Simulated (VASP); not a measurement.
A run of VASP 6.6.1 is set up as follows.

The input INCAR:

```
SYSTEM = Fe
  ALGO = Fast
  EDIFF = 1E-7
  ENCUT = 520
  GGA = PS
  ISIF = 2
  ISMEAR = 0
  LASPH = .True.
  LCHARG = .False.
  LREAL = .False.
  LWAVE = .False.
  NBANDS = 60
  NELM = 60
  PREC = Accurate
  SIGMA = 0.1
```

File KPOINTS:

```
k-points
0
Gamma
  9 9 9
  0 0 0
```

The input POSCAR:

```
Fe
1.0
    2.9294363487      1.6913108645      5.2814393601
   -2.9294363487      1.6913108645      5.2814393601
    0.0000000000     -3.3826217290      5.2814393601
Fe
12
Direct
    0.0207095060      0.6308351817      0.0207095060
    0.0207095060      0.0207095060      0.6308351817
    0.6308351817      0.0207095060      0.0207095060
    0.9792904940      0.3691648183      0.9792904940
    0.3691648183      0.9792904940      0.9792904940
    0.9792904940      0.9792904940      0.3691648183
    0.2332278523      0.6100785046      0.2332278523
    0.2332278523      0.2332278523      0.6100785046
    0.6100785046      0.2332278523      0.2332278523
    0.7667721477      0.3899214954      0.7667721477
    0.3899214954      0.7667721477      0.7667721477
    0.7667721477      0.7667721477      0.3899214954
```

Potentials or basis: VASP PAW PBE potentials, release 64 (Fe).

The run is started by

```sh
$ cat potpaw_PBE.64/Fe/POTCAR > POTCAR
$ mpirun -np 1 vasp_std > vasp.out
```

Question: Estimate the largest force.

Answer: 0.065 eV/Å.

Question: What does it give for the pressure?

Answer: -0.9 GPa.

Question: What does it give for the band gap on the k mesh?

Answer: Zero (bands 48 and 49 overlap by 0.31 eV).

Stress tensor (GPa, compression positive):
```
-0.82  0.00  0.00
 0.00 -0.82  0.00
 0.00  0.00 -1.19
```

Caveat: atoms lie so close that the PAW spheres overlap strongly, which falsifies energies and pressures; the PAW data sets were made with another functional, which shifts forces and pressure a little; the run has no spin polarisation, though such a crystal can be magnetic. Spin polarisation is off, so any magnetic state and its effect on volume and gap are missing.
